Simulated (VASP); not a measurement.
# NaH (Immm) in VASP: a series of runs

NaH is run at these levels: r2SCAN; tasks: single point.

Program: VASP 6.6.1. These are calculated values, not measurements. Logs are shortened: lines on timing, memory, paths and dates and some standing lists are left out, and cuts for length are marked.

## 1. The cell of the first run

It takes space group Immm (No. 71, orthorhombic). The conventional cell has a = 3.263 Å, b = 3.517 Å, c = 4.458 Å, α = 90.00°, β = 90.00°, γ = 90.00°. Na (site symmetry mmm) has 6 H at 2.23 to 2.40 Å within 2.9 Å. H (site symmetry mmm) has 6 Na at 2.23 to 2.40 Å within 2.9 Å.

## 2. Single point, r2SCAN (engineering shear strain xy -0.0750, normal strain along z -0.0700)

File POSCAR:

```
NaH
1.0
   -0.0898886864      2.3970316378      2.2292394232
    2.3970316378     -0.0898886864      2.2292394232
    2.3071429514      2.3071429514      0.0000000000
Na H
1 1
Direct
    0.0000000000      0.0000000000      0.0000000000
    0.5000000000      0.5000000000      0.5000000000
```

File INCAR.step1:

```
SYSTEM = NaH
ALGO = Normal
EDIFF = 1E-4
ENCUT = 520
GGA = PE
ISMEAR = -1
LASPH = .True.
LCHARG = .False.
LREAL = .False.
LWAVE = .True.
NBANDS = 11
NELM = 80
PREC = Accurate
SIGMA = 0.2
```

File INCAR.step2:

```
SYSTEM = NaH
ALGO = Normal
EDIFF = 1E-6
ENCUT = 520
ISIF = 2
ISMEAR = -1
ISTART = 1
LASPH = .True.
LCHARG = .True.
LELF = .True.
LMIXTAU = .True.
LREAL = .False.
LVHAR = .True.
LWAVE = .False.
METAGGA = R2SCAN
NBANDS = 11
NELM = 80
PREC = Accurate
SIGMA = 0.2
```

File KPOINTS:

```
k-points
0
Gamma
  8 8 8
  0 0 0
```

Potentials or basis: VASP PAW PBE potentials, release 64 (Na_pv, H).

Started as:

```bash
$ cat potpaw_PBE.64/Na_pv/POTCAR potpaw_PBE.64/H/POTCAR > POTCAR
$ cp INCAR.step1 INCAR
$ mpirun -np 1 vasp_std > vasp.out
$ cp INCAR.step2 INCAR
$ mpirun -np 1 vasp_std > vasp.out
```

OUTCAR:

```text
SYSTEM = NaH
   EDIFF = 1E-6
   ENCUT = 520
   ISIF = 2
   ISMEAR = -1
   ISTART = 1
   LASPH = .True.
   LREAL = .False.
   METAGGA = R2SCAN
   NELM = 80
   PREC = Accurate

 ion  position               nearest neighbor table
   1  0.000  0.000  0.000-
   2  0.500  0.500  0.500-

  LATTYP: Found a body centered orthorhombic cell.
 ALAT       =     3.2627928522
 B/A-ratio  =     1.0779220779
 C/A-ratio  =     1.3664608966

  Lattice vectors:

 A1 = (   0.0898886864,  -2.3970316378,  -2.2292394232)
 A2 = (  -0.0898886864,   2.3970316378,  -2.2292394232)
 A3 = (   2.3970316378,  -0.0898886864,   2.2292394232)

Analysis of symmetry for initial positions (statically):
=====================================================================
 Subroutine PRICEL returns:
 Original cell was already a primitive cell.

 Routine SETGRP: Setting up the symmetry group for a
 body centered orthorhombic supercell.

 Subroutine GETGRP returns: Found  8 space group operations
 (whereof  8 operations were pure point group operations)
 out of a pool of  8 trial point group operations.

The static configuration has the point symmetry D_2h.

Analysis of symmetry for dynamics (positions and initial velocities):
=====================================================================
 Subroutine PRICEL returns:
 Original cell was already a primitive cell.

 Routine SETGRP: Setting up the symmetry group for a
 body centered orthorhombic supercell.

 Subroutine GETGRP returns: Found  8 space group operations
 (whereof  8 operations were pure point group operations)
 out of a pool of  8 trial point group operations.

The dynamic configuration has the point symmetry D_2h.

 Subroutine INISYM returns: Found  8 space group operations
 (whereof  8 operations are pure point group operations),
 and found     1 'primitive' translations

----------------------------------------------------------------------------------------

                                     Primitive cell

  volume of cell :      25.5813

  direct lattice vectors                    reciprocal lattice vectors
    -0.089888686  2.397031638  2.229239423    -0.201051877  0.201051877  0.224291745
     2.397031638 -0.089888686  2.229239423     0.201051877 -0.201051877  0.224291745
     2.307142951  2.307142951  0.000000000     0.216718257  0.216718257 -0.224291745

  length of vectors
     3.274652509  3.274652509  3.262792852     0.362147072  0.362147072  0.379789933

  position of ions in fractional coordinates (direct lattice)
     0.000000000  0.000000000  0.000000000
     0.500000000  0.500000000  0.500000000

  ion indices of the primitive-cell ions
   primitive index   ion index
                 1           1
                 2           2

----------------------------------------------------------------------------------------

 KPOINTS: k-points

Automatic generation of k-mesh.
 Grid dimensions read from file:
 generate k-points for:    8    8    8

 Generating k-lattice:

  Cartesian coordinates                     Fractional coordinates (reciprocal lattice)
    -0.025131485  0.025131485  0.028036468     0.125000000 -0.000000000  0.000000000
     0.025131485 -0.025131485  0.028036468    -0.000000000  0.125000000  0.000000000
     0.027089782  0.027089782 -0.028036468     0.000000000  0.000000000  0.125000000

  Length of vectors
     0.045268384  0.045268384  0.047473742

  Shift w.r.t. Gamma in fractional coordinates (k-lattice)
     0.000000000  0.000000000  0.000000000

 Subroutine IBZKPT returns following result:
 ===========================================

 Found     95 irreducible k-points:

 Following reciprocal coordinates:
            Coordinates               Weight
  0.000000  0.000000  0.000000      1.000000
  0.125000 -0.000000  0.000000      4.000000
  0.250000 -0.000000  0.000000      4.000000
  0.375000 -0.000000  0.000000      4.000000
  0.500000 -0.000000  0.000000      2.000000
  0.125000  0.125000  0.000000      2.000000
[... 16 lines left out ...]
  0.125000 -0.000000  0.125000      4.000000
  0.250000 -0.000000  0.125000      8.000000
 [... further k-points ...]
   k-points           NKPTS =     95   k-points in BZ     NKDIM =     95   number of bands    NBANDS=     11
   number of dos      NEDOS =    301   number of ions     NIONS =      2
   total plane-waves  NPLWV =  13824
   dimension x,y,z NGX =    24 NGY =   24 NGZ =   24
   dimension x,y,z NGXF=    48 NGYF=   48 NGZF=   48
   ions per type =               1   1
   NGX,Y,Z   is equivalent  to a cutoff of  12.18, 12.18, 12.23 a.u.
   NGXF,Y,Z  is equivalent  to a cutoff of  24.37, 24.37, 24.46 a.u.
 SYSTEM =  NaH
   PREC   = accura    normal or accurate (medium, high low for compatibility)
   ISTART =      1    job   : 0-new  1-cont  2-samecut
   ICHARG =      0    charge: 1-file 2-atom 10-const
   ISPIN  =      1    spin polarized calculation?
   LNONCOLLINEAR =      F non collinear calculations
   LSORBIT =      F    spin-orbit coupling
   LASPH  =      T    aspherical Exc in radial PAW
   ENCUT  =  520.0 eV  38.22 Ry    6.18 a.u.   6.09  6.09  6.07*2*pi/ulx,y,z
   NELM   =     80;   NELMIN=  2; NELMDL=  0     # of ELM steps
   EDIFF  = 0.1E-05   stopping-criterion for ELM
   LREAL  =      F    real-space projection
   EDIFFG = 0.1E-04   stopping-criterion for IOM
   NSW    =      0    number of steps for IOM
   IBRION =     -1    ionic relax: 0-MD 1-quasi-New 2-CG
   NFREE  =      0    steps in history (QN), initial steepest desc. (CG)
   ISIF   =      2    stress and relaxation
   ISYM   =      2    0-nonsym 1-usesym 2-fastsym
   POTIM  = 0.5000    time-step for ionic-motion
   TEBEG  =    0.0;   TEEND  =   0.0 temperature during run
   PSTRESS=    0.0 pullay stress
   NELECT =       8.0000    total number of electrons
   NUPDOWN=      -1.0000    fix difference up-down
   EMIN   =  10.00;   EMAX   =-10.00  energy-range for DOS
   EFERMI =   0.00;   METHOD = LEGACY
   ISMEAR =    -1;   SIGMA  =   0.20  broadening in eV -4-tet -1-fermi 0-gaus
   EFERMI_NEDOS =   21; number of points for ismear=-14 and -15
   IALGO  =     38    algorithm
   IMIX   =      4    mixing-type and parameters
     AMIX     =   0.40;   BMIX     =  1.00
     AMIX_MAG =   1.60;   BMIX_MAG =  1.00
  volume/ion in A,a.u.               =      12.79        86.32
  Fermi-wavevector in a.u.,A,eV,Ry     =   1.111213  2.099887 16.800383  1.234793
  Thomas-Fermi vector in A             =   2.247773
   LORBIT       =      0    0 simple, 1 ext, 2 COOP (PROOUT), +10 PAW based schemes
   METAGGA = R2SCAN    functional components
   LHFCALC =     F    Hartree Fock is set to
   AEXX    =    0.0000 exact exchange contribution
   IVDW    =     0    specifies the selected vdW correction
   LEPSILON=     F    determine dielectric tensor
   LRPA    =     F    only Hartree local field effects (RPA)
 non-spin polarized calculation
  energy-cutoff  :      520.00
  volume of cell :       25.58
 maximum number of plane-waves:       705
   NGX = 13   NGY = 13   NGZ = 13

 number of electron       8.0000000 magnetization

 Free energy of the ion-electron system (eV)
  ---------------------------------------------------
  ext. energy  EPLUGINS =         0.00000000
  ---------------------------------------------------
  free energy    TOTEN  =        -7.56934821 eV

  energy without entropy =       -7.56934178  energy(sigma->0) =       -7.56934499

 E-fermi :   1.3059     XC(G=0):  -8.5032

 val. band max:       -1.0588212682   @ k =  -0.3750  -0.3750   0.2500
 cond. band min:       3.2175298735   @ k =   0.5000  -0.0000   0.0000
 fundamental gap:      4.2763511417
 Fermi energy:         1.3058639420

 k-point     1 :       0.0000    0.0000    0.0000
  band No.  band energies     occupation
      1     -23.8814      2.00000
      2     -23.8683      2.00000
      3     -23.8497      2.00000
      4      -4.9608      2.00000
      5      11.0512      0.00000
      6      15.0328      0.00000
      7      16.2512      0.00000
      8      16.4050      0.00000
      9      16.7965      0.00000
     10      16.8225      0.00000
     11      17.9468      0.00000

 k-point     2 :       0.1250   -0.0000    0.0000
  band No.  band energies     occupation
      1     -23.8841      2.00000
      2     -23.8815      2.00000
      3     -23.8548      2.00000
      4      -4.6814      2.00000
      5       9.7356      0.00000
      6      13.1291      0.00000
      7      15.4388      0.00000
      8      15.8121      0.00000
      9      17.2415      0.00000
     10      18.4861      0.00000
     11      19.0034      0.00000

 k-point     3 :       0.2500   -0.0000    0.0000
  band No.  band energies     occupation
      1     -23.9221      2.00000
      2     -23.8908      2.00000
      3     -23.8580      2.00000
      4      -3.8931      2.00000
      5       6.8941      0.00000
      6      12.1441      0.00000
      7      14.6447      0.00000
      8      14.6871      0.00000
      9      18.2422      0.00000
     10      18.3998      0.00000
     11      19.6785      0.00000

 k-point     4 :       0.3750   -0.0000    0.0000
  band No.  band energies     occupation
      1     -23.9640      2.00000
      2     -23.8974      2.00000
      3     -23.8594      2.00000
      4      -2.8106      2.00000
      5       4.3606      0.00000
      6      11.7116      0.00000
      7      13.8792      0.00000
      8      14.1956      0.00000
      9      17.8670      0.00000
     10      18.5904      0.00000
     11      20.1578      0.00000
[... 239 lines left out ...]
 k-point    22 :       0.0000    0.0000    0.1250
  band No.  band energies     occupation
      1     -23.8971      2.00000
      2     -23.8712      2.00000
      3     -23.8559      2.00000
      4      -4.6515      2.00000
      5      10.1273      0.00000
      6      13.5351      0.00000
      7      14.0939      0.00000
      8      15.7337      0.00000
      9      17.1777      0.00000
     10      17.8151      0.00000
     11      19.0544      0.00000

 k-point    23 :       0.1250   -0.0000    0.1250
  band No.  band energies     occupation
      1     -23.8971      2.00000
      2     -23.8748      2.00000
      3     -23.8560      2.00000
      4      -4.5908      2.00000
      5       9.7564      0.00000
      6      13.3548      0.00000
      7      14.2911      0.00000
      8      14.7334      0.00000
      9      17.1508      0.00000
     10      19.2421      0.00000
     11      19.2529      0.00000

 k-point    24 :       0.2500   -0.0000    0.1250
  band No.  band energies     occupation
      1     -23.9143      2.00000
      2     -23.8888      2.00000
      3     -23.8627      2.00000
      4      -4.0043      2.00000
      5       7.8161      0.00000
      6      11.2140      0.00000
      7      13.5017      0.00000
      8      15.7589      0.00000
      9      16.9049      0.00000
     10      19.8947      0.00000
     11      20.7667      0.00000

 [... further k-points ...]

------------------------ aborting loop because EDIFF is reached ----------------------------------------

  FORCE on cell =-STRESS in cart. coord.  units (eV):
  Direction    XX          YY          ZZ          XY          YZ          ZX
  --------------------------------------------------------------------------------------
  -------------------------------------------------------------------------------------
  Total        0.1240027      0.1240027      0.7397845      0.2592364      0.0000000      0.0000000
  in kB        7.7663791      7.7663791     46.3332468     16.2361688      0.0000000      0.0000000
  external PRESSURE =      20.6220017 kB  Pullay stress =       0.0000000 kB

 VOLUME and BASIS-vectors are now :
 -----------------------------------------------------------------------------
  energy-cutoff  :      520.00
  volume of cell :       25.58
      direct lattice vectors                 reciprocal lattice vectors
    -0.089888686  2.397031638  2.229239423    -0.201051877  0.201051877  0.224291745
     2.397031638 -0.089888686  2.229239423     0.201051877 -0.201051877  0.224291745
     2.307142951  2.307142951  0.000000000     0.216718257  0.216718257 -0.224291745

 POSITION                                       TOTAL-FORCE (eV/Angst)
 -----------------------------------------------------------------------------------
      0.00000      0.00000      0.00000        -0.000000      0.000000      0.000000
      2.30714      2.30714      2.22924         0.000000      0.000000      0.000000
 -----------------------------------------------------------------------------------
    total drift:                                0.000000     -0.000000     -0.000000

  FREE ENERGIE OF THE ION-ELECTRON SYSTEM (eV)
  ---------------------------------------------------
  free  energy   TOTEN  =        -7.5693482054 eV

  energy  without entropy=       -7.5693417827  energy(sigma->0) =       -7.56934499
```

It took 24 s on 1 thread of Intel Xeon 6975P-C (Granite Rapids), shared host; peak memory 0.15 GiB.

What came out:

```yaml
Free_energy: -7.5693 eV
Pressure: 2.1 GPa
Band_gap_on_the_k_mesh: 4.28 eV (least direct gap 5.38 eV)
```

Caveat: the cell differs from its parent crystal (engineering shear strain xy -0.0750, normal strain along z -0.0700); the PAW data sets were made with another functional, which shifts forces and pressure a little. A k mesh can miss the band edges.

[end of part 1 of 2]
